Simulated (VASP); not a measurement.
# AlN (P1) in VASP: single point with PBE

Aim: the single point of AlN with PBE.

All numbers are computed with VASP 6.6.1; they aren't measurements. Logs are shortened: lines on timing, memory, paths and dates and some standing lists are left out, and cuts for length are marked.

## Step 1: The cell of the first run

The typed cell holds 4 atoms: a = 3.136 Å, b = 3.131 Å, c = 4.347 Å, α = 90.31°, β = 89.95°, γ = 90.27°.

## Step 2: Single point, PBE

Contents of INCAR:

```
PREC = Accurate
ENCUT = 520
EDIFF = 1E-6
ISMEAR = 0
SIGMA = 0.05
LREAL = False
LASPH = True
NELM = 80
ALGO = Normal
ISIF = 2
LWAVE = False
LCHARG = False
GGA = PE
NBANDS = 16
```

Contents of KPOINTS:

```
Automatic mesh
0
Gamma
  8 8 6
```

Contents of POSCAR:

```
AlN
1.0
    0.0012875185     -2.2228450307     -2.2123850013
   -0.0084103634      2.2190671770     -2.2086071476
    4.3466182756     -0.0096978818      0.0071228449
Al N
2 2
Direct
    0.4991746859      0.4999711881      0.5011652934
   -0.0005567417     -0.0002315265     -0.0026519673
    0.0004317067      0.5004292296      0.2514922233
    0.5009503491     -0.0001688911      0.7499944506
```

Potentials or basis: VASP PAW PBE potentials, release 64 (Al, N).

Run with:

```sh
$ cat potpaw_PBE.64/Al/POTCAR potpaw_PBE.64/N/POTCAR > POTCAR
$ mpirun -np 1 vasp_std > vasp.out
```

OUTCAR:

```text
PREC = Accurate
   ENCUT = 520
   EDIFF = 1E-6
   ISMEAR = 0
   LREAL = False
   LASPH = True
   NELM = 80
   ISIF = 2
   GGA = PE

 ion  position               nearest neighbor table
   1  0.499  0.500  0.501-   4 1.90   3 1.90   4 1.91   3 1.91   2 3.08   2 3.09   2 3.09   2 3.10
                             2 3.11   2 3.11   2 3.12   2 3.13
   2  0.999  1.000  0.997-   4 1.90   4 1.90   3 1.91   3 1.92   1 3.08   1 3.09   1 3.09   1 3.10
                             1 3.11   1 3.11   1 3.12   1 3.13
   3  0.000  0.500  0.251-   1 1.90   1 1.91   2 1.91   2 1.92
   4  0.501  1.000  0.750-   1 1.90   2 1.90   2 1.90   1 1.91

  LATTYP: Found a triclinic cell.
 ALAT       =     4.4419244008
 B/A-ratio  =     0.7048428317
 C/A-ratio  =     1.7173331571
 COS(alpha) =     0.0007921713
 COS(beta)  =     0.5807697677
 COS(gamma) =     0.7081766797

  Lattice vectors:

 A1 = (   0.0096978819,  -4.4419122077,  -0.0037778537)
 A2 = (   0.0084103634,  -2.2190671770,   2.2086071476)
 A3 = (  -4.3440432386,  -4.4359921796,  -4.4318928475)

Analysis of symmetry for initial positions (statically):
=====================================================================
 Subroutine PRICEL returns:
 Original cell was already a primitive cell.

 Routine SETGRP: Setting up the symmetry group for a
 triclinic supercell.

 Subroutine GETGRP returns: Found  1 space group operations
 (whereof  1 operations were pure point group operations)
 out of a pool of  2 trial point group operations.

The static configuration has the point symmetry C_1 .

Analysis of symmetry for dynamics (positions and initial velocities):
=====================================================================
 Subroutine PRICEL returns:
 Original cell was already a primitive cell.

 Routine SETGRP: Setting up the symmetry group for a
 triclinic supercell.

 Subroutine GETGRP returns: Found  1 space group operations
 (whereof  1 operations were pure point group operations)
 out of a pool of  2 trial point group operations.

The dynamic configuration has the point symmetry C_1 .

 Subroutine INISYM returns: Found  1 space group operations
 (whereof  1 operations are pure point group operations),
 and found     1 'primitive' translations

----------------------------------------------------------------------------------------

[... 90 lines left out ...]
   ISPIN  =      1    spin polarized calculation?
   LNONCOLLINEAR =      F non collinear calculations
   LSORBIT =      F    spin-orbit coupling
   LASPH  =      T    aspherical Exc in radial PAW
   ENCUT  =  520.0 eV  38.22 Ry    6.18 a.u.   5.83  5.82  8.08*2*pi/ulx,y,z
   NELM   =     80;   NELMIN=  2; NELMDL= -5     # of ELM steps
   EDIFF  = 0.1E-05   stopping-criterion for ELM
   LREAL  =      F    real-space projection
[... 7 lines left out ...]
   TEBEG  =    0.0;   TEEND  =   0.0 temperature during run
   PSTRESS=    0.0 pullay stress
   NELECT =      16.0000    total number of electrons
   NUPDOWN=      -1.0000    fix difference up-down
   EMIN   =  10.00;   EMAX   =-10.00  energy-range for DOS
   EFERMI =   0.00;   METHOD = LEGACY
   ISMEAR =     0;   SIGMA  =   0.05  broadening in eV -4-tet -1-fermi 0-gaus
   EFERMI_NEDOS =   21; number of points for ismear=-14 and -15
   IALGO  =     38    algorithm
   IMIX   =      4    mixing-type and parameters
     AMIX     =   0.40;   BMIX     =  1.00
     AMIX_MAG =   1.60;   BMIX_MAG =  1.00
  volume/ion in A,a.u.               =      10.67        72.00
  Fermi-wavevector in a.u.,A,eV,Ry     =   1.180445  2.230717 18.959031  1.393449
  Thomas-Fermi vector in A             =   2.316737
   LORBIT       =      0    0 simple, 1 ext, 2 COOP (PROOUT), +10 PAW based schemes
   GGA     = PE    functional components
   LHFCALC =     F    Hartree Fock is set to
   AEXX    =    0.0000 exact exchange contribution
   IVDW    =     0    specifies the selected vdW correction
   LEPSILON=     F    determine dielectric tensor
   LRPA    =     F    only Hartree local field effects (RPA)
 non-spin polarized calculation
 Gauss-broadening in eV      SIGMA  =   0.05
  energy-cutoff  :      520.00
  volume of cell :       42.68
 maximum number of plane-waves:      1170
   NGX = 11   NGY = 11   NGZ = 17

 number of electron      15.9999999 magnetization

 Free energy of the ion-electron system (eV)
  ---------------------------------------------------
  ext. energy  EPLUGINS =         0.00000000
  ---------------------------------------------------
  free energy    TOTEN  =       -29.68639409 eV

  energy without entropy =      -29.68639409  energy(sigma->0) =      -29.68639409

 E-fermi :   6.0759     XC(G=0): -10.8300

 val. band max:        5.8051241733   @ k =   0.0000   0.0000   0.0000
 cond. band min:       8.9924819012   @ k =   0.0000   0.0000   0.0000
 fundamental gap:      3.1873577278
 Fermi energy:         6.0759189696

 k-point     1 :       0.0000    0.0000    0.0000
  band No.  band energies     occupation
      1      -9.0978      2.00000
      2      -6.4507      2.00000
      3       1.0393      2.00000
      4       3.8713      2.00000
      5       3.9143      2.00000
      6       5.6980      2.00000
[... 433 lines left out ...]
      3       1.4716      2.00000
      4       2.0057      2.00000
      5       2.9736      2.00000
      6       3.5128      2.00000
[... 8 lines left out ...]
     15      18.7055      0.00000
     16      19.6438      0.00000

 [... further k-points ...]

------------------------ aborting loop because EDIFF is reached ----------------------------------------

  FORCE on cell =-STRESS in cart. coord.  units (eV):
  Direction    XX          YY          ZZ          XY          YZ          ZX
  --------------------------------------------------------------------------------------
  -------------------------------------------------------------------------------------
  Total        0.3573019     -0.3735938     -0.1854137      0.1933363      0.0054022     -0.2271810
  in kB       13.4133819    -14.0249914     -6.9605699      7.2579911      0.2028008     -8.5285445
  external PRESSURE =      -2.5240598 kB  Pullay stress =       0.0000000 kB

 VOLUME and BASIS-vectors are now :
 -----------------------------------------------------------------------------
  energy-cutoff  :      520.00
  volume of cell :       42.68
      direct lattice vectors                 reciprocal lattice vectors
     0.001287519 -2.222845031 -2.212385001    -0.000131513 -0.224936340 -0.226001145
    -0.008410363  2.219067177 -2.208607148     0.000873708  0.225322718 -0.226387522
     4.346618276 -0.009697882  0.007122845     0.230065640  0.000502610 -0.000371098

 POSITION                                       TOTAL-FORCE (eV/Angst)
 -----------------------------------------------------------------------------------
      2.17481     -0.00498     -2.20504        -0.191623     -0.072261     -0.003478
      4.32797     -0.01273     -4.41215         0.335555     -0.050411     -0.027396
      1.08893      1.10709     -1.10442        -0.151013      0.036474      0.022666
      3.25218      1.09788     -3.31119         0.007081      0.086197      0.008208
 -----------------------------------------------------------------------------------
    total drift:                               -0.000120      0.000089     -0.000093

  FREE ENERGIE OF THE ION-ELECTRON SYSTEM (eV)
  ---------------------------------------------------
  free  energy   TOTEN  =       -29.6863940906 eV

  energy  without entropy=      -29.6863940906  energy(sigma->0) =      -29.68639409
```

It took 1.8 min on 1 thread of Intel Xeon 8259CL, shared host; peak memory 0.23 GiB.

Results:

* Free energy: -29.6864 eV
* Pressure: -0.3 GPa
* Largest force: 0.340 eV/Å
* Band gap on the k mesh: 3.19 eV

Forces on the atoms (eV/Å):
```
Al  -0.192 -0.072 -0.003
Al   0.336 -0.050 -0.027
N   -0.151  0.036  0.023
N    0.007  0.086  0.008
```

Levels at points of the mesh, in eV from the valence-band top:
```tsv
k point	band 5	band 6	band 7	band 8	band 9	band 10	band 11	band 12
(0.00, 0.00, 0.00)	-1.89	-0.11	-0.06	0.00	3.19	3.93	8.21	12.20
(0.50, 0.00, 0.00)	-2.44	-2.40	-0.72	-0.56	7.53	7.64	8.82	8.90
(0.00, 0.50, 0.00)	-2.44	-2.39	-0.74	-0.62	7.52	7.66	8.81	8.88
(0.50, 0.50, 0.00)	-1.81	-1.75	-1.74	-1.71	3.20	3.36	8.47	8.55
(0.00, 0.00, 0.50)	-1.18	-1.15	-1.05	-0.99	5.78	5.90	9.82	9.89
(0.50, 0.00, 0.50)	-0.67	-0.52	-0.46	-0.45	7.07	7.12	9.57	9.71
(0.00, 0.50, 0.50)	-0.70	-0.57	-0.47	-0.44	7.05	7.12	9.59	9.71
(0.50, 0.50, 0.50)	-3.42	-3.41	-2.71	-2.71	6.00	6.13	11.21	11.28
```
